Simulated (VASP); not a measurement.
Wanted: the native input for a VASP 6.6.1 run.

| Quantity | Value |
| --- | --- |
| Task | single point |
| Functional | PBE |
| Potentials or basis | VASP PAW PBE potentials, release 64 (Ge_d) |
| Cutoff | 520 eV |
| k mesh | 6 × 6 × 4 |
| Occupations | gaussian, width 0.1 eV |
| Spin | no spin polarisation |
| Dipole correction | no |
| Further INCAR settings | ALGO = Normal; EDIFF = 1e-07; NBANDS = 36 |

The structure of Ge lies in POSCAR:

```
Ge
1.0
    2.2615908648     -3.8281761037      0.0000000000
    2.2615908648      3.8281761037      0.0000000000
    0.0000000000      0.0000000000      4.5392325497
Ge
4
Direct
    0.6562923084      0.3437076916      0.4174800566
    0.8437076916      0.1562923084      0.9174800566
    0.3437076916      0.6562923084      0.5825199434
    0.1562923084      0.8437076916      0.0825199434
```

One way to write it, as run:

INCAR

```
  PREC = Accurate
  ENCUT = 520
  EDIFF = 1E-7
  ISMEAR = 0
  SIGMA = 0.1
  LREAL = F
  LASPH = T
  NELM = 80
  ALGO = Normal
  ISIF = 2
  LWAVE = F
  LCHARG = T
  GGA = PE
  LELF = T
  LVHAR = T
  NBANDS = 36
```

KPOINTS

```
regular mesh
0
Gamma
  6 6 4
```

Potentials or basis: VASP PAW PBE potentials, release 64 (Ge_d).

Command:

```sh
$ cat potpaw_PBE.64/Ge_d/POTCAR > POTCAR
$ mpirun -np 1 vasp_std > vasp.out
```

It gave:

```
Pressure               : 9.7 GPa
Largest force          : 0.284 eV/Å
Band gap on the k mesh : zero (band 28 reaches 7.96 eV, above the bottom of band 29 at 5.31 eV)
```

It took 78 s on 1 thread of Intel Xeon 6975P-C, with other jobs on the host, peak memory 0.23 GiB.
